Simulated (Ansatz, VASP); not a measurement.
# One calculation of BAs, two programs

The input INCAR:

```
SYSTEM = BAs
ALGO     = Normal         ! electronic algorithm
EDIFF    = 1E-6           ! SCF threshold, eV
ENCUT    = 520            ! plane-wave cutoff, eV
GGA      = PE             ! functional
ISIF     = 2              ! what is computed and relaxed
ISMEAR   = -1             ! smearing method
LASPH    = .True.         ! aspherical terms in the spheres
LCHARG   = .False.        ! write CHGCAR
LREAL    = .False.        ! projectors in reciprocal space
LWAVE    = .False.        ! write WAVECAR
NBANDS   = 11             ! bands
NELM     = 100            ! most SCF steps
PREC     = Accurate       ! precision mode
SIGMA    = 0.05           ! smearing width, eV
```

File KPOINTS:

```
k-points
0
Gamma
  12 8 6
  0 0 0
```

The input POSCAR:

```
BAs
1.0
    2.1692765772      0.0000000000      0.0000000000
    0.0000000000      3.2363152728      0.0000000000
    0.0000000000      0.0000000000      5.0480828751
B As
1 1
Direct
    0.0000000000      0.5000000000      0.0000000000
    0.5000000000      0.5000000000      0.5000000000
```

Contents of input.yaml:

```yaml
crystal:
  lattice:
    - [2.1692765772, 0.0, 0.0]
    - [0.0, 3.2363152728, 0.0]
    - [0.0, 0.0, 5.0480828751]
  atoms:
    - { symbol: B, position: [0.0, 0.5, 0.0] }
    - { symbol: As, position: [0.5, 0.5, 0.5] }
kpoints:
  mp_grid: { grid: [12, 8, 6] }
scf:
  occupations: { method: fermi_dirac, width: 0.05 }
hamiltonian:
  xc: pbe
  pseudopotentials: { kind: all_electron, lapw: { basis_error: 0.0005 } }
output:
  forces: true
  stress: true
  eigenvalues: true
```

Change from the starting cell: volume scaled by 1.06.

Alike in both runs: task single point; functional PBE; k mesh 12 × 8 × 6; occupations fermi-dirac, width 0.05 eV; no spin polarisation.

|  | VASP | Ansatz |
| --- | --- | --- |
| version | VASP 6.6.1 | Ansatz 0.2.0 |
| potentials or method | VASP PAW PBE potentials, release 64 (B, As), cutoff 520 eV | all-electron LAPW, scalar-relativistic |

Ansatz gave:

```
gap on the k mesh at the Fermi level (eV)                     : none
pressure (GPa)                                                : 2.0
traceless stress, the component that is largest in VASP (GPa) : 18.69
```

**Question.** What did VASP give for the same quantities?

**Answer.** gap on the k mesh at the Fermi level (eV): none; pressure (GPa): 2.4; traceless stress, the component that is largest in VASP (GPa): 19.37.

A gap of «none» marks a metal or a gap that the smearing closes. Ansatz ran all-electron here, and VASP with PAW potentials.
